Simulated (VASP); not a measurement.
# Mg2Zn3O (P-3m1) in VASP: a series of runs

Mg2Zn3O is run at these levels: PBE; tasks: single point.

Program: VASP 6.6.1. These are calculated values, not measurements. Logs are shortened: lines on timing, memory, paths and dates and some standing lists are left out, and cuts for length are marked.

### 1 The cell of the first run

It takes space group P-3m1 (No. 164, trigonal). Conventional cell: a = 3.020 Å, b = 3.020 Å, c = 11.138 Å, α = 90.00°, β = 90.00°, γ = 120.00°. Mg (site symmetry 3m) has 3 O at 2.14 Å within 2.8 Å. Zn (site symmetry 3m) has 9 Zn at 2.71 to 3.02 Å and 3 Mg at 2.84 Å within 3.6 Å. Within 3.6 Å of Zn (site symmetry -3m) lie 12 Zn at 2.71 to 3.02 Å. Within 2.8 Å of O (site symmetry -3m) lie 6 Mg at 2.14 Å.

### 2 Single point, PBE

INCAR

```
SYSTEM = Mg2Zn3O
  PREC = Accurate
  ENCUT = 520
  EDIFF = 1E-7
  ISMEAR = 0
  SIGMA = 0.1
  LREAL = .False.
  LASPH = .True.
  NELM = 60
  ALGO = Normal
  ISIF = 2
  LWAVE = .False.
  LCHARG = .False.
  GGA = PE
  NBANDS = 32
```

KPOINTS

```
regular mesh
0
Gamma
  12 12 4
  0 0 0
```

POSCAR

```
Mg2Zn3O
1.0
    3.0200420993      0.0000000000      0.0000000000
   -1.5100210496      2.6154331785      0.0000000000
    0.0000000000      0.0000000000     11.1382489016
Mg Zn O
2 3 1
Direct
    0.6666666667      0.3333333333      0.8880825490
    0.3333333333      0.6666666667      0.1119174510
    0.3333333333      0.6666666667      0.6867786260
    0.0000000000      0.0000000000      0.5000000000
    0.6666666667      0.3333333333      0.3132213740
    0.0000000000      0.0000000000      0.0000000000
```

Potentials or basis: VASP PAW PBE potentials, release 64 (Mg, Zn, O).

Command:

```sh
> cat potpaw_PBE.64/Mg/POTCAR potpaw_PBE.64/Zn/POTCAR potpaw_PBE.64/O/POTCAR > POTCAR
> mpirun -np 1 vasp_std > vasp.out
```

OUTCAR:

```text
SYSTEM = Mg2Zn3O
   PREC = Accurate
   ENCUT = 520
   EDIFF = 1E-7
   ISMEAR = 0
   LREAL = .False.
   LASPH = .True.
   NELM = 60
   ISIF = 2
   GGA = PE

 ion  position               nearest neighbor table
   1  0.667  0.333  0.888-   6 2.14   6 2.14   6 2.14   3 2.84   3 2.84   3 2.84   2 3.04   2 3.04
                             2 3.04
   2  0.333  0.667  0.112-   6 2.14   6 2.14   6 2.14   5 2.84   5 2.84   5 2.84   1 3.04   1 3.04
                             1 3.04
   3  0.333  0.667  0.687-   4 2.71   4 2.71   4 2.71   1 2.84   1 2.84   1 2.84
   4  0.000  0.000  0.500-   3 2.71   5 2.71   3 2.71   5 2.71   5 2.71   3 2.71
   5  0.667  0.333  0.313-   4 2.71   4 2.71   4 2.71   2 2.84   2 2.84   2 2.84
   6  0.000  0.000  0.000-   1 2.14   2 2.14   2 2.14   1 2.14   1 2.14   2 2.14

  LATTYP: Found a hexagonal cell.
 ALAT       =     3.0200420993
 C/A-ratio  =     3.6881104751

  Lattice vectors:

 A1 = (   3.0200420993,   0.0000000000,   0.0000000000)
 A2 = (  -1.5100210496,   2.6154331785,   0.0000000000)
 A3 = (   0.0000000000,   0.0000000000,  11.1382489016)

Analysis of symmetry for initial positions (statically):
=====================================================================
 Subroutine PRICEL returns:
 Original cell was already a primitive cell.

 Routine SETGRP: Setting up the symmetry group for a
 hexagonal supercell.

 Subroutine GETGRP returns: Found 12 space group operations
 (whereof 12 operations were pure point group operations)
 out of a pool of 24 trial point group operations.

The static configuration has the point symmetry D_3d.

Analysis of symmetry for dynamics (positions and initial velocities):
=====================================================================
 Subroutine PRICEL returns:
 Original cell was already a primitive cell.

 Routine SETGRP: Setting up the symmetry group for a
 hexagonal supercell.

 Subroutine GETGRP returns: Found 12 space group operations
 (whereof 12 operations were pure point group operations)
 out of a pool of 24 trial point group operations.

The dynamic configuration has the point symmetry D_3d.

 Subroutine INISYM returns: Found 12 space group operations
 (whereof 12 operations are pure point group operations),
 and found     1 'primitive' translations

----------------------------------------------------------------------------------------

                                     Primitive cell

  volume of cell :      87.9779

  direct lattice vectors                    reciprocal lattice vectors
     3.020042099  0.000000000  0.000000000     0.331121212  0.191172921  0.000000000
    -1.510021050  2.615433179  0.000000000     0.000000000  0.382345842  0.000000000
     0.000000000  0.000000000 11.138248902     0.000000000  0.000000000  0.089780719

  length of vectors
     3.020042099  3.020042099 11.138248902     0.382345842  0.382345842  0.089780719

  position of ions in fractional coordinates (direct lattice)
     0.666666667  0.333333333  0.888082549
     0.333333333  0.666666667  0.111917451
     0.333333333  0.666666667  0.686778626
     0.000000000  0.000000000  0.500000000
     0.666666667  0.333333333  0.313221374
     0.000000000  0.000000000  0.000000000

  ion indices of the primitive-cell ions
   primitive index   ion index
                 1           1
                 2           2
                 3           3
                 4           4
                 5           5
                 6           6

----------------------------------------------------------------------------------------

 KPOINTS: regular mesh

Automatic generation of k-mesh.
 Grid dimensions read from file:
 generate k-points for:   12   12    4

 Generating k-lattice:

  Cartesian coordinates                     Fractional coordinates (reciprocal lattice)
     0.027593434  0.015931077  0.000000000     0.083333333  0.000000000  0.000000000
     0.000000000  0.031862153  0.000000000     0.000000000  0.083333333  0.000000000
     0.000000000  0.000000000  0.022445180     0.000000000  0.000000000  0.250000000

  Length of vectors
     0.031862153  0.031862153  0.022445180

  Shift w.r.t. Gamma in fractional coordinates (k-lattice)
     0.000000000  0.000000000  0.000000000

 Subroutine IBZKPT returns following result:
 ===========================================

 Found     69 irreducible k-points:

 Following reciprocal coordinates:
            Coordinates               Weight
  0.000000  0.000000  0.000000      1.000000
  0.083333  0.000000  0.000000      6.000000
  0.166667  0.000000  0.000000      6.000000
  0.250000  0.000000  0.000000      6.000000
  0.333333  0.000000  0.000000      6.000000
  0.416667  0.000000  0.000000      6.000000
[... 16 lines left out ...]
  0.166667  0.000000  0.250000      6.000000
  0.000000  0.166667  0.250000      6.000000
 [... further k-points ...]
   k-points           NKPTS =     69   k-points in BZ     NKDIM =     69   number of bands    NBANDS=     32
   number of dos      NEDOS =    301   number of ions     NIONS =      6
   total plane-waves  NPLWV =  48384
   dimension x,y,z NGX =    24 NGY =   24 NGZ =   84
   dimension x,y,z NGXF=    48 NGYF=   48 NGZF=  168
   ions per type =               2   3   1
   NGX,Y,Z   is equivalent  to a cutoff of  13.21, 13.21, 12.54 a.u.
   NGXF,Y,Z  is equivalent  to a cutoff of  26.42, 26.42, 25.08 a.u.
 SYSTEM =  Mg2Zn3O
   PREC   = accura    normal or accurate (medium, high low for compatibility)
   ISTART =      0    job   : 0-new  1-cont  2-samecut
   ICHARG =      2    charge: 1-file 2-atom 10-const
   ISPIN  =      1    spin polarized calculation?
   LNONCOLLINEAR =      F non collinear calculations
   LSORBIT =      F    spin-orbit coupling
   LASPH  =      T    aspherical Exc in radial PAW
   ENCUT  =  520.0 eV  38.22 Ry    6.18 a.u.   5.62  5.62 20.71*2*pi/ulx,y,z
   NELM   =     60;   NELMIN=  2; NELMDL= -5     # of ELM steps
   EDIFF  = 0.1E-06   stopping-criterion for ELM
   LREAL  =      F    real-space projection
   EDIFFG = 0.1E-05   stopping-criterion for IOM
   NSW    =      0    number of steps for IOM
   IBRION =     -1    ionic relax: 0-MD 1-quasi-New 2-CG
   NFREE  =      0    steps in history (QN), initial steepest desc. (CG)
   ISIF   =      2    stress and relaxation
   ISYM   =      2    0-nonsym 1-usesym 2-fastsym
   POTIM  = 0.5000    time-step for ionic-motion
   TEBEG  =    0.0;   TEEND  =   0.0 temperature during run
   PSTRESS=    0.0 pullay stress
   NELECT =      46.0000    total number of electrons
   NUPDOWN=      -1.0000    fix difference up-down
   EMIN   =  10.00;   EMAX   =-10.00  energy-range for DOS
   EFERMI =   0.00;   METHOD = LEGACY
   ISMEAR =     0;   SIGMA  =   0.10  broadening in eV -4-tet -1-fermi 0-gaus
   EFERMI_NEDOS =   21; number of points for ismear=-14 and -15
   IALGO  =     38    algorithm
   IMIX   =      4    mixing-type and parameters
     AMIX     =   0.40;   BMIX     =  1.00
     AMIX_MAG =   1.60;   BMIX_MAG =  1.00
  volume/ion in A,a.u.               =      14.66        98.95
  Fermi-wavevector in a.u.,A,eV,Ry     =   1.318873  2.492308 23.666322  1.739426
  Thomas-Fermi vector in A             =   2.448812
   LORBIT       =      0    0 simple, 1 ext, 2 COOP (PROOUT), +10 PAW based schemes
   GGA     = PE    functional components
   LHFCALC =     F    Hartree Fock is set to
   AEXX    =    0.0000 exact exchange contribution
   IVDW    =     0    specifies the selected vdW correction
   LEPSILON=     F    determine dielectric tensor
   LRPA    =     F    only Hartree local field effects (RPA)
 non-spin polarized calculation
 Gauss-broadening in eV      SIGMA  =   0.10
  energy-cutoff  :      520.00
  volume of cell :       87.98
 maximum number of plane-waves:      2405
 NGX is ok and might be reduce to    24
   NGX = 11   NGY = 11   NGZ = 41

 number of electron      46.0000011 magnetization

 Free energy of the ion-electron system (eV)
  ---------------------------------------------------
  ext. energy  EPLUGINS =         0.00000000
  ---------------------------------------------------
  free energy    TOTEN  =       -16.14547823 eV

  energy without entropy =      -16.13746250  energy(sigma->0) =      -16.14147036

 E-fermi :   3.6987     XC(G=0): -10.6351

 val. band max:        3.6911505984   @ k =   0.2500   0.1667   0.5000
 cond. band min:       3.7035717217   @ k =  -0.0833   0.4167   0.2500
 fundamental gap:      0.0124211233
 Fermi energy:         3.6987038740

 k-point     1 :       0.0000    0.0000    0.0000
  band No.  band energies     occupation
      1     -16.6104      2.00000
      2      -5.5187      2.00000
      3      -4.6702      2.00000
      4      -4.2021      2.00000
      5      -3.8955      2.00000
      6      -3.8277      2.00000
[... 24 lines left out ...]
     31      15.3826      0.00000
     32      15.8881      0.00000

 k-point     2 :       0.0833    0.0000    0.0000
  band No.  band energies     occupation
      1     -16.5651      2.00000
      2      -5.3683      2.00000
      3      -4.5468      2.00000
      4      -4.1632      2.00000
      5      -3.9037      2.00000
      6      -3.8186      2.00000
[... 24 lines left out ...]
     31      14.8240      0.00000
     32      14.9434      0.00000

 k-point     3 :       0.1667    0.0000    0.0000
  band No.  band energies     occupation
      1     -16.4381      2.00000
      2      -4.9412      2.00000
      3      -4.2420      2.00000
      4      -4.0785      2.00000
      5      -3.9062      2.00000
      6      -3.8218      2.00000
[... 24 lines left out ...]
     31      13.4633      0.00000
     32      13.9405      0.00000

 k-point     4 :       0.2500    0.0000    0.0000
  band No.  band energies     occupation
      1     -16.2568      2.00000
      2      -4.4095      2.00000
      3      -4.0788      2.00000
      4      -4.0553      2.00000
      5      -3.8781      2.00000
      6      -3.8289      2.00000
[... 654 lines left out ...]
     31      14.6737      0.00000
     32      14.8182      0.00000

 k-point    23 :       0.1667    0.0000    0.2500
  band No.  band energies     occupation
      1     -16.4380      2.00000
      2      -4.9847      2.00000
      3      -4.1344      2.00000
      4      -4.0723      2.00000
      5      -3.9065      2.00000
      6      -3.8023      2.00000
[... 24 lines left out ...]
     31      13.2515      0.00000
     32      13.9530      0.00000

 k-point    24 :       0.0000    0.1667    0.2500
  band No.  band energies     occupation
      1     -16.4380      2.00000
      2      -4.9832      2.00000
      3      -4.1223      2.00000
      4      -4.0795      2.00000
      5      -3.9062      2.00000
      6      -3.8423      2.00000
[... 24 lines left out ...]
     31      13.1553      0.00000
     32      13.9419      0.00000

 [... further k-points ...]
[... 5 lines left out ...]
  --------------------------------------------------------------------------------------
  -------------------------------------------------------------------------------------
  Total       -0.0626825     -0.0626825     -0.0041637     -0.0000000      0.0000000     -0.0000000
  in kB       -1.1415200     -1.1415200     -0.0758263     -0.0000000      0.0000000     -0.0000000
  external PRESSURE =      -0.7862888 kB  Pullay stress =       0.0000000 kB

 VOLUME and BASIS-vectors are now :
 -----------------------------------------------------------------------------
  energy-cutoff  :      520.00
  volume of cell :       87.98
      direct lattice vectors                 reciprocal lattice vectors
     3.020042099  0.000000000  0.000000000     0.331121212  0.191172921  0.000000000
    -1.510021050  2.615433179  0.000000000     0.000000000  0.382345842  0.000000000
     0.000000000  0.000000000 11.138248902     0.000000000  0.000000000  0.089780719

 POSITION                                       TOTAL-FORCE (eV/Angst)
 -----------------------------------------------------------------------------------
      1.51002      0.87181      9.89168         0.000000      0.000000      0.013694
     -0.00000      1.74362      1.24656        -0.000000     -0.000000     -0.013694
     -0.00000      1.74362      7.64951        -0.000000     -0.000000      0.016301
      0.00000      0.00000      5.56912        -0.000000      0.000000      0.000000
      1.51002      0.87181      3.48874         0.000000      0.000000     -0.016301
      0.00000      0.00000      0.00000        -0.000000      0.000000      0.000000
 -----------------------------------------------------------------------------------
    total drift:                               -0.000000      0.000000      0.000000

  FREE ENERGIE OF THE ION-ELECTRON SYSTEM (eV)
  ---------------------------------------------------
  free  energy   TOTEN  =       -16.1454782299 eV

  energy  without entropy=      -16.1374624964  energy(sigma->0) =      -16.14147036
```

It took 83 s on 1 thread of Intel Xeon 6975P-C (Granite Rapids), shared host; peak memory 0.32 GiB.

Results:

| Quantity | Value |
| --- | --- |
| Free energy | -16.1455 eV |
| Pressure | -0.1 GPa |
| Largest force | 0.016 eV/Å |
| Band gap on the k mesh | zero (band 23 reaches 4.62 eV, above the bottom of band 24 at 2.91 eV) |

Forces on the atoms (eV/Å):
```
Mg   0.000  0.000  0.014
Mg   0.000  0.000 -0.014
Zn   0.000  0.000  0.016
Zn   0.000  0.000  0.000
Zn   0.000  0.000 -0.016
O    0.000  0.000  0.000
```

### 3 Single point, PBE

This run uses another cell than the first one, of 14.70 Å³/atom, 1.003 times its volume.

INCAR

```
SYSTEM = Mg2Zn3O
PREC = Accurate
ENCUT = 600
EDIFF = 1E-6
ISMEAR = 0
SIGMA = 0.1
LREAL = .False.
LASPH = .True.
NELM = 120
ALGO = Normal
ISIF = 2
LWAVE = .False.
LCHARG = .True.
GGA = PE
LELF = .True.
LVHAR = .True.
NBANDS = 32
GGA_COMPAT = .False.
```

KPOINTS

```
regular mesh
0
Gamma
  6 6 2
  0 0 0
```

POSCAR

```
Mg2Zn3O
1.0
    3.0303385372      0.0000000000      0.0000000000
   -1.5151692686      2.6243501553      0.0000000000
    0.0000000000      0.0000000000     11.0935281680
Mg Zn O
2 3 1
Direct
    0.6666666667      0.3333333333      0.8875454856
    0.3333333333      0.6666666667      0.1124545144
    0.3333333333      0.6666666667      0.6816460061
    0.0000000000      0.0000000000      0.5000000000
    0.6666666667      0.3333333333      0.3183539939
    0.0000000000      0.0000000000      0.0000000000
```

Potentials or basis: VASP PAW PBE potentials, release 64 (Mg, Zn, O).

Command:

```sh
> cat potpaw_PBE.64/Mg/POTCAR potpaw_PBE.64/Zn/POTCAR potpaw_PBE.64/O/POTCAR > POTCAR
> mpirun -np 1 vasp_std > vasp.out
```

Run time: 24 s. Hardware: 1 thread of Intel Xeon 6975P-C (Granite Rapids), shared host; peak memory 0.24 GiB.

It converged, with:

```yaml
Free_energy: -16.0683 eV
Pressure: 0.1 GPa
Largest_force: 0.018 eV/Å
Band_gap_on_the_k_mesh: zero (band 23 reaches 3.61 eV, above the bottom of band 24 at 2.94 eV)
```

Forces on the atoms (eV/Å):
```
Mg   0.000  0.000  0.016
Mg   0.000  0.000 -0.016
Zn   0.000  0.000  0.018
Zn   0.000  0.000  0.000
Zn   0.000  0.000 -0.018
O    0.000  0.000  0.000
```

Stress tensor (GPa, compression positive):
```
0.02 0.00 0.00
0.00 0.02 0.00
0.00 0.00 0.19
```

Levels at points of the mesh, in eV from the Fermi level:
| k point | band 19 | band 20 | band 21 | band 22 | band 23 | band 24 | band 25 | band 26 | band 27 | band 28 |
| --- | --- | --- | --- | --- | --- | --- | --- | --- | --- | --- |
| (0.00, 0.00, 0.00) | -6.06 | -5.31 | -3.99 | -3.99 | -1.78 | 0.37 | 4.59 | 5.02 | 9.89 | 11.44 |
| (0.50, 0.00, 0.00) | -4.63 | -3.00 | -2.94 | -1.80 | -1.76 | -0.09 | 0.41 | 2.75 | 3.69 | 4.87 |
| (0.00, 0.00, 0.50) | -6.60 | -3.99 | -3.99 | -3.96 | -3.08 | 1.91 | 2.59 | 6.62 | 8.61 | 11.30 |
| (0.50, 0.00, 0.50) | -4.63 | -3.05 | -2.84 | -2.01 | -1.50 | -0.59 | 1.02 | 2.67 | 3.55 | 4.49 |

Caveat: the k points lie up to 0.40 Å⁻¹ apart.
